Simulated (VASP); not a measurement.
# SnH5 (P-6m2) in VASP: a series of runs

SnH5 is run at these levels: PBE; tasks: single point, relaxation of cell and atoms.

Everything below comes from runs of VASP 6.6.1. Logs are shortened: lines on timing, memory, paths and dates and some standing lists are left out, and cuts for length are marked.

**1. The cell of the first run**

Symmetry: P-6m2, No. 187, hexagonal system. The conventional cell has a = 3.905 Å, b = 3.905 Å, c = 5.493 Å, α = 90.00°, β = 90.00°, γ = 120.00°. Sn (site symmetry -6m2) has 15 H at 2.25 to 3.07 Å within 3.1 Å. H (site symmetry -6m2) has 2 H at 1.12 Å within 1.5 Å. Within 1.3 Å of H (site symmetry 3m) lie 2 H at 0.96 to 1.12 Å. Within 1.4 Å of H (site symmetry 3m) lie 2 H at 0.96 to 1.34 Å.

The cell was generated, and may not be a known phase.

**2. Single point, PBE**

The input, INCAR:

```
PREC = Accurate
ENCUT = 520
EDIFF = 1E-7
ISMEAR = 0
SIGMA = 0.1
LREAL = F
LASPH = T
NELM = 60
ALGO = Normal
ISIF = 2
LWAVE = F
LCHARG = F
GGA = PE
NBANDS = 18
```

The input, KPOINTS:

```
Automatic mesh
0
Gamma
  6 6 4
```

The input, POSCAR:

```
SnH5
1.0
    3.9052391200      0.0000000000      0.0000000000
   -1.9526195600      3.3820362800      0.0000000000
    0.0000000000      0.0000000000      5.4929249900
Sn H
1 5
Direct
    0.6666666700      0.3333333300      0.0000000000
    0.0000000000      0.0000000000      0.0000000000
    0.0000000000      0.0000000000      0.2040403000
    0.0000000000      0.0000000000      0.7959597000
    0.0000000000      0.0000000000      0.6219513200
    0.0000000000      0.0000000000      0.3780486800
```

Potentials or basis: VASP PAW PBE potentials, release 64 (Sn_d, H).

Command:

```sh
> cat potpaw_PBE.64/Sn_d/POTCAR potpaw_PBE.64/H/POTCAR > POTCAR
> mpirun -np 1 vasp_std > vasp.out
```

OUTCAR:

```text
PREC = Accurate
   ENCUT = 520
   EDIFF = 1E-7
   ISMEAR = 0
   LREAL = F
   LASPH = T
   NELM = 60
   ISIF = 2
   GGA = PE

 ion  position               nearest neighbor table
   1  0.667  0.333  0.000-   2 2.25   2 2.25   2 2.25
   2  0.000  0.000  0.000-   1 2.25   1 2.25   1 2.25
   3  0.000  0.000  0.204-
   4  0.000  0.000  0.796-
   5  0.000  0.000  0.622-
   6  0.000  0.000  0.378-

  LATTYP: Found a hexagonal cell.
 ALAT       =     3.9052391200
 C/A-ratio  =     1.4065527926

  Lattice vectors:

 A1 = (   3.9052391200,   0.0000000000,   0.0000000000)
 A2 = (  -1.9526195600,   3.3820362800,   0.0000000000)
 A3 = (   0.0000000000,   0.0000000000,   5.4929249900)

Analysis of symmetry for initial positions (statically):
=====================================================================
 Subroutine PRICEL returns:
 Original cell was already a primitive cell.

 Routine SETGRP: Setting up the symmetry group for a
 hexagonal supercell.

 Subroutine GETGRP returns: Found 12 space group operations
 (whereof 12 operations were pure point group operations)
 out of a pool of 24 trial point group operations.

The static configuration has the point symmetry D_3h.

Analysis of symmetry for dynamics (positions and initial velocities):
=====================================================================
 Subroutine PRICEL returns:
 Original cell was already a primitive cell.

 Routine SETGRP: Setting up the symmetry group for a
 hexagonal supercell.

 Subroutine GETGRP returns: Found 12 space group operations
 (whereof 12 operations were pure point group operations)
 out of a pool of 24 trial point group operations.

The dynamic configuration has the point symmetry D_3h.

 Subroutine INISYM returns: Found 12 space group operations
 (whereof 12 operations are pure point group operations),
 and found     1 'primitive' translations

----------------------------------------------------------------------------------------

                                     Primitive cell

  volume of cell :      72.5487

  direct lattice vectors                    reciprocal lattice vectors
     3.905239120  0.000000000  0.000000000     0.256066266  0.147839928  0.000000000
    -1.952619560  3.382036280  0.000000000     0.000000000  0.295679856  0.000000000
     0.000000000  0.000000000  5.492924990     0.000000000  0.000000000  0.182052368

  length of vectors
     3.905239120  3.905239115  5.492924990     0.295679856  0.295679856  0.182052368

  position of ions in fractional coordinates (direct lattice)
     0.666666670  0.333333330  0.000000000
     0.000000000  0.000000000  0.000000000
     0.000000000  0.000000000  0.204040300
     0.000000000  0.000000000  0.795959700
     0.000000000  0.000000000  0.621951320
     0.000000000  0.000000000  0.378048680

  ion indices of the primitive-cell ions
   primitive index   ion index
                 1           1
                 2           2
                 3           3
                 4           4
                 5           5
                 6           6

----------------------------------------------------------------------------------------

 KPOINTS: Automatic mesh

Automatic generation of k-mesh.
 Grid dimensions read from file:
 generate k-points for:    6    6    4

 Generating k-lattice:

  Cartesian coordinates                     Fractional coordinates (reciprocal lattice)
     0.042677711  0.024639988  0.000000000     0.166666667 -0.000000000  0.000000000
     0.000000000  0.049279976  0.000000000     0.000000000  0.166666667  0.000000000
     0.000000000  0.000000000  0.045513092     0.000000000  0.000000000  0.250000000

  Length of vectors
     0.049279976  0.049279976  0.045513092

  Shift w.r.t. Gamma in fractional coordinates (k-lattice)
     0.000000000  0.000000000  0.000000000

 Subroutine IBZKPT returns following result:
 ===========================================

 Found     21 irreducible k-points:

 Following reciprocal coordinates:
            Coordinates               Weight
  0.000000  0.000000  0.000000      1.000000
  0.166667  0.000000  0.000000      6.000000
  0.333333  0.000000  0.000000      6.000000
  0.500000  0.000000  0.000000      3.000000
  0.166667  0.166667  0.000000      6.000000
  0.333333  0.166667  0.000000     12.000000
[... 13 lines left out ...]
  0.333333  0.166667  0.500000     12.000000
  0.333333  0.333333  0.500000      2.000000
   k-points           NKPTS =     21   k-points in BZ     NKDIM =     21   number of bands    NBANDS=     18
   number of dos      NEDOS =    301   number of ions     NIONS =      6
   total plane-waves  NPLWV =  37800
   dimension x,y,z NGX =    30 NGY =   30 NGZ =   42
   dimension x,y,z NGXF=    60 NGYF=   60 NGZF=   84
   ions per type =               1   5
   NGX,Y,Z   is equivalent  to a cutoff of  12.77, 12.77, 12.71 a.u.
   NGXF,Y,Z  is equivalent  to a cutoff of  25.54, 25.54, 25.42 a.u.
 SYSTEM =  unknown system
   PREC   = accura    normal or accurate (medium, high low for compatibility)
   ISTART =      0    job   : 0-new  1-cont  2-samecut
   ICHARG =      2    charge: 1-file 2-atom 10-const
   ISPIN  =      1    spin polarized calculation?
   LNONCOLLINEAR =      F non collinear calculations
   LSORBIT =      F    spin-orbit coupling
   LASPH  =      T    aspherical Exc in radial PAW
   ENCUT  =  520.0 eV  38.22 Ry    6.18 a.u.   7.26  7.26 10.21*2*pi/ulx,y,z
   NELM   =     60;   NELMIN=  2; NELMDL= -5     # of ELM steps
   EDIFF  = 0.1E-06   stopping-criterion for ELM
   LREAL  =      F    real-space projection
   EDIFFG = 0.1E-05   stopping-criterion for IOM
   NSW    =      0    number of steps for IOM
   IBRION =     -1    ionic relax: 0-MD 1-quasi-New 2-CG
   NFREE  =      0    steps in history (QN), initial steepest desc. (CG)
   ISIF   =      2    stress and relaxation
   ISYM   =      2    0-nonsym 1-usesym 2-fastsym
   POTIM  = 0.5000    time-step for ionic-motion
   TEBEG  =    0.0;   TEEND  =   0.0 temperature during run
   PSTRESS=    0.0 pullay stress
   NELECT =      19.0000    total number of electrons
   NUPDOWN=      -1.0000    fix difference up-down
   EMIN   =  10.00;   EMAX   =-10.00  energy-range for DOS
   EFERMI =   0.00;   METHOD = LEGACY
   ISMEAR =     0;   SIGMA  =   0.10  broadening in eV -4-tet -1-fermi 0-gaus
   EFERMI_NEDOS =   21; number of points for ismear=-14 and -15
   IALGO  =     38    algorithm
   IMIX   =      4    mixing-type and parameters
     AMIX     =   0.40;   BMIX     =  1.00
     AMIX_MAG =   1.60;   BMIX_MAG =  1.00
  volume/ion in A,a.u.               =      12.09        81.60
  Fermi-wavevector in a.u.,A,eV,Ry     =   1.047409  1.979315 14.926475  1.097065
  Thomas-Fermi vector in A             =   2.182288
   LORBIT       =      0    0 simple, 1 ext, 2 COOP (PROOUT), +10 PAW based schemes
   GGA     = PE    functional components
   LHFCALC =     F    Hartree Fock is set to
   AEXX    =    0.0000 exact exchange contribution
   IVDW    =     0    specifies the selected vdW correction
   LEPSILON=     F    determine dielectric tensor
   LRPA    =     F    only Hartree local field effects (RPA)
 non-spin polarized calculation
 Gauss-broadening in eV      SIGMA  =   0.10
  energy-cutoff  :      520.00
  volume of cell :       72.55
 maximum number of plane-waves:      1976
 NGX is ok and might be reduce to    30
   NGX = 15   NGY = 15   NGZ = 21

 number of electron      19.0000006 magnetization

 Free energy of the ion-electron system (eV)
  ---------------------------------------------------
  ext. energy  EPLUGINS =         0.00000000
  ---------------------------------------------------
  free energy    TOTEN  =       -16.83458919 eV

  energy without entropy =      -16.81718981  energy(sigma->0) =      -16.82588950

 E-fermi :   2.2656     XC(G=0):  -7.6959

 val. band max:        2.2592118734   @ k =   0.3333   0.0000   0.5000
 cond. band min:       2.2772741343   @ k =   0.3333   0.3333   0.5000
 fundamental gap:      0.0180622609
 Fermi energy:         2.2656100280

 k-point     1 :       0.0000    0.0000    0.0000
  band No.  band energies     occupation
      1     -20.0861      2.00000
      2     -20.0264      2.00000
      3     -20.0264      2.00000
      4     -19.9603      2.00000
      5     -19.9603      2.00000
      6      -9.6332      2.00000
[... 10 lines left out ...]
     17      11.5387      0.00000
     18      11.8116      0.00000

 k-point     2 :       0.1667    0.0000    0.0000
  band No.  band energies     occupation
      1     -20.0798      2.00000
      2     -20.0308      2.00000
      3     -20.0273      2.00000
      4     -19.9637      2.00000
      5     -19.9513      2.00000
      6      -9.3683      2.00000
[... 10 lines left out ...]
     17      11.8530      0.00000
     18      12.1333      0.00000

 k-point     3 :       0.3333    0.0000    0.0000
  band No.  band energies     occupation
      1     -20.0684      2.00000
      2     -20.0395      2.00000
      3     -20.0292      2.00000
      4     -19.9697      2.00000
      5     -19.9333      2.00000
      6      -8.6846      2.00000
[... 10 lines left out ...]
     17      11.8483      0.00000
     18      11.9827      0.00000

 k-point     4 :       0.5000    0.0000    0.0000
  band No.  band energies     occupation
      1     -20.0634      2.00000
      2     -20.0438      2.00000
      3     -20.0301      2.00000
      4     -19.9720      2.00000
      5     -19.9242      2.00000
      6      -8.1902      2.00000
[... 312 lines left out ...]
      4     -19.9667      2.00000
      5     -19.9400      2.00000
      6      -8.5573      2.00000
[... 10 lines left out ...]
     17      12.1680      0.00000
     18      12.8609      0.00000

 k-point    20 :       0.3333    0.1667    0.5000
  band No.  band energies     occupation
      1     -20.0608      2.00000
      2     -20.0420      2.00000
      3     -20.0323      2.00000
      4     -19.9671      2.00000
      5     -19.9314      2.00000
      6      -7.8009      2.00000
[... 10 lines left out ...]
     17      12.1416      0.00000
     18      12.3937      0.00000

 k-point    21 :       0.3333    0.3333    0.5000
  band No.  band energies     occupation
      1     -20.0559      2.00000
      2     -20.0406      2.00000
      3     -20.0363      2.00000
      4     -19.9595      2.00000
      5     -19.9383      2.00000
      6      -7.4596      2.00000
[... 10 lines left out ...]
     17      12.6629      0.00000
     18      13.1970      0.00000

------------------------ aborting loop because EDIFF is reached ----------------------------------------

  FORCE on cell =-STRESS in cart. coord.  units (eV):
  Direction    XX          YY          ZZ          XY          YZ          ZX
  --------------------------------------------------------------------------------------
  -------------------------------------------------------------------------------------
  Total        0.3985550      0.3985550      1.4050934      0.0000000      0.0000000      0.0000000
  in kB        8.8017553      8.8017552     31.0303179      0.0000000      0.0000000      0.0000000
  external PRESSURE =      16.2112761 kB  Pullay stress =       0.0000000 kB

 VOLUME and BASIS-vectors are now :
 -----------------------------------------------------------------------------
  energy-cutoff  :      520.00
  volume of cell :       72.55
      direct lattice vectors                 reciprocal lattice vectors
     3.905239120  0.000000000  0.000000000     0.256066266  0.147839928  0.000000000
    -1.952619560  3.382036280  0.000000000     0.000000000  0.295679856  0.000000000
     0.000000000  0.000000000  5.492924990     0.000000000  0.000000000  0.182052368

 POSITION                                       TOTAL-FORCE (eV/Angst)
 -----------------------------------------------------------------------------------
      1.95262      1.12735      0.00000         0.000000     -0.000000      0.000000
      0.00000      0.00000      0.00000        -0.000000      0.000000      0.000000
      0.00000      0.00000      1.12078        -0.000000      0.000000      2.070999
      0.00000      0.00000      4.37215        -0.000000      0.000000     -2.070999
      0.00000      0.00000      3.41633        -0.000000      0.000000      0.572510
      0.00000      0.00000      2.07659        -0.000000      0.000000     -0.572510
 -----------------------------------------------------------------------------------
    total drift:                               -0.000011      0.000006      0.000000

  FREE ENERGIE OF THE ION-ELECTRON SYSTEM (eV)
  ---------------------------------------------------
  free  energy   TOTEN  =       -16.8345891943 eV

  energy  without entropy=      -16.8171898099  energy(sigma->0) =      -16.82588950
```

It took 40 s on 1 thread of AMD EPYC 7R13, shared host; peak memory 0.16 GiB.

Results:

* Free energy: -16.8346 eV
* Pressure: 1.6 GPa
* Largest force: 2.071 eV/Å
* Band gap on the k mesh: zero (an odd number of electrons rules out a gap without spin polarisation)

Forces in eV/Å, atoms in the order of the input:
```
Sn   0.000  0.000  0.000
H    0.000  0.000  0.000
H    0.000  0.000  2.071
H    0.000  0.000 -2.071
H    0.000  0.000  0.573
H    0.000  0.000 -0.573
```

Caveat: spin-orbit coupling is left out, which moves the levels of the heavy elements; forces of over 1 eV/Å act on the atoms, so gaps and moduli don't describe the material at rest.

**3. Single point, PBE**

This run uses another cell than the first one, of 19.64 Å³/atom.

The input, INCAR:

```
SYSTEM = SnH5
PREC = Accurate ; ENCUT = 520
EDIFF = 1E-6 ; ISMEAR = 0
SIGMA = 0.1 ; LREAL = .False.
LASPH = .True. ; NELM = 100
ALGO = Normal ; ISIF = 2
LWAVE = .False. ; LCHARG = .False.
GGA = PE ; NBANDS = 18
```

The input, KPOINTS:

```
regular mesh
0
Gamma
  6 6 4
  0 0 0
```

The input, POSCAR:

```
SnH5
1.0
    3.5837080925      0.0000000000      0.0000000000
   -1.7918540462      3.1035822478      0.0000000000
    0.0000000000      0.0000000000     10.5964983228
Sn H
1 5
Direct
    0.6666666667      0.3333333333      0.0000000000
    0.0000000000      0.0000000000      0.0000000000
    0.0000000000      0.0000000000      0.3168598125
    0.0000000000      0.0000000000      0.6831401875
    0.0000000000      0.0000000000      0.6122953846
    0.0000000000      0.0000000000      0.3877046154
```

Potentials or basis: VASP PAW PBE potentials, release 64 (Sn_d, H).

Command:

```sh
> cat potpaw_PBE.64/Sn_d/POTCAR potpaw_PBE.64/H/POTCAR > POTCAR
> mpirun -np 1 vasp_std > vasp.out
```

OUTCAR:

```text
SYSTEM = SnH5
   PREC = Accurate
   ENCUT = 520
   EDIFF = 1E-6
   ISMEAR = 0
   LREAL = .False.
   LASPH = .True.
   NELM = 100
   ISIF = 2
   GGA = PE

 ion  position               nearest neighbor table
   1  0.667  0.333  0.000-   2 2.07   2 2.07   2 2.07
   2  0.000  0.000  0.000-   1 2.07   1 2.07   1 2.07
   3  0.000  0.000  0.317-   6 0.75
   4  0.000  0.000  0.683-   5 0.75
   5  0.000  0.000  0.612-   4 0.75
   6  0.000  0.000  0.388-   3 0.75

[... 642 lines left out ...]
  -------------------------------------------------------------------------------------
  Total       -0.1069597     -0.1069597      0.1260450     -0.0000000     -0.0000000      0.0000000
  in kB       -1.4540268     -1.4540268      1.7134753     -0.0000000     -0.0000000      0.0000000
  external PRESSURE =      -0.3981928 kB  Pullay stress =       0.0000000 kB

 VOLUME and BASIS-vectors are now :
 -----------------------------------------------------------------------------
  energy-cutoff  :      520.00
  volume of cell :      117.86
      direct lattice vectors                 reciprocal lattice vectors
     3.583708093  0.000000000  0.000000000     0.279040584  0.161104156  0.000000000
    -1.791854046  3.103582248  0.000000000     0.000000000  0.322208313  0.000000000
     0.000000000  0.000000000 10.596498323     0.000000000  0.000000000  0.094370798

 POSITION                                       TOTAL-FORCE (eV/Angst)
 -----------------------------------------------------------------------------------
      1.79185      1.03453      0.00000         0.000000      0.000000      0.000000
      0.00000      0.00000      0.00000        -0.000000     -0.000000      0.000000
      0.00000      0.00000      3.35760        -0.000000     -0.000000     -0.008534
      0.00000      0.00000      7.23889         0.000000      0.000000      0.008534
      0.00000      0.00000      6.48819         0.000000     -0.000000     -0.010837
      0.00000      0.00000      4.10831         0.000000      0.000000      0.010837
 -----------------------------------------------------------------------------------
    total drift:                               -0.000001      0.000000      0.000000

  FREE ENERGIE OF THE ION-ELECTRON SYSTEM (eV)
  ---------------------------------------------------
  free  energy   TOTEN  =       -19.0082246829 eV

  energy  without entropy=      -18.9873427708  energy(sigma->0) =      -18.99778373
```

stdout:

```text
POSCAR found type information on POSCAR SnH
 POSCAR found :  2 types and       6 ions
 scaLAPACK will be used
 LDA part: xc-table for (Slater+PW92), standard interpolation
 POSCAR, INCAR and KPOINTS ok, starting setup
 FFT: planning ... GRIDC
 FFT: planning ... GRID_SOFT
 FFT: planning ... GRID
 WAVECAR not read
 entering main loop
```

Wall time 48 s (1 thread of AMD EPYC 7R13, shared host); peak memory 0.21 GiB.

What came out:

```
Free energy            : -19.0082 eV
Pressure               : 0.0 GPa
Largest force          : 0.011 eV/Å
Band gap on the k mesh : zero (an odd number of electrons rules out a gap without spin polarisation)
```

Forces on the atoms (eV/Å):
```
Sn   0.000  0.000  0.000
H    0.000  0.000  0.000
H    0.000  0.000 -0.009
H    0.000  0.000  0.009
H    0.000  0.000 -0.011
H    0.000  0.000  0.011
```

Levels at points of the mesh, in eV from the Fermi level:
```tsv
k point	band 5	band 6	band 7	band 8	band 9	band 10	band 11	band 12	band 13	band 14
(0.00, 0.00, 0.00)	-21.55	-10.10	-6.64	-6.18	-1.42	1.79	3.40	5.23	5.23	5.72
(0.50, 0.00, 0.00)	-21.48	-7.02	-6.08	-5.69	-5.11	1.08	2.57	3.33	4.26	4.67
(0.00, 0.00, 0.50)	-21.55	-10.10	-6.67	-6.15	-1.48	1.89	3.87	4.61	5.23	5.23
(0.50, 0.00, 0.50)	-21.48	-7.02	-6.09	-5.67	-5.11	1.06	2.57	3.35	3.95	5.12
```

Caveat: spin-orbit coupling is left out, which moves the levels of the heavy elements.

[end of part 1 of 2]

The gap in the log of VASP goes by the Fermi energy; the results here count the filled bands.